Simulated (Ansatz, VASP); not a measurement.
CdS: VASP beside Ansatz

```
Cd S
1.0
     4.19715    0.00000    0.00000
    -2.09857    3.63483    0.00000
     0.00000    0.00000    6.82781
Cd S
2 2
Direct
  0.33333 0.66667 0.00416
  0.66667 0.33333 0.50416
  0.33333 0.66667 0.38084
  0.66667 0.33333 0.88084
```

Alike in both runs: functional PBE; k mesh 12 × 12 × 4; occupations gaussian, width 0.02 eV; no spin polarisation.

Ansatz relaxed the structure, and its values are those at the end. VASP's run is a single point on that final structure, the one shown.

|  | VASP | Ansatz |
| --- | --- | --- |
| version | VASP 6.6.1 | Ansatz 0.2.0 |
| potentials or method | VASP PAW PBE potentials, release 64 (Cd, S), cutoff 520 eV | scalar-relativistic, plane waves, PAW |
| valence electrons in the cell | 36 | 52 |

```csv
,VASP,Ansatz,Ansatz less VASP
gap on the k mesh at the Fermi level (eV),1.11,1.11,-0.001
least direct gap on the mesh (eV),1.11,1.11,-0.001
pressure (GPa),0.3,0.0,-0.29
```

With one functional, cell and mesh, what is left measures potentials, basis and numerics. VASP's potentials hold 36 valence electrons a cell and Ansatz's 52, so a difference there can come from the potentials and not from the codes.
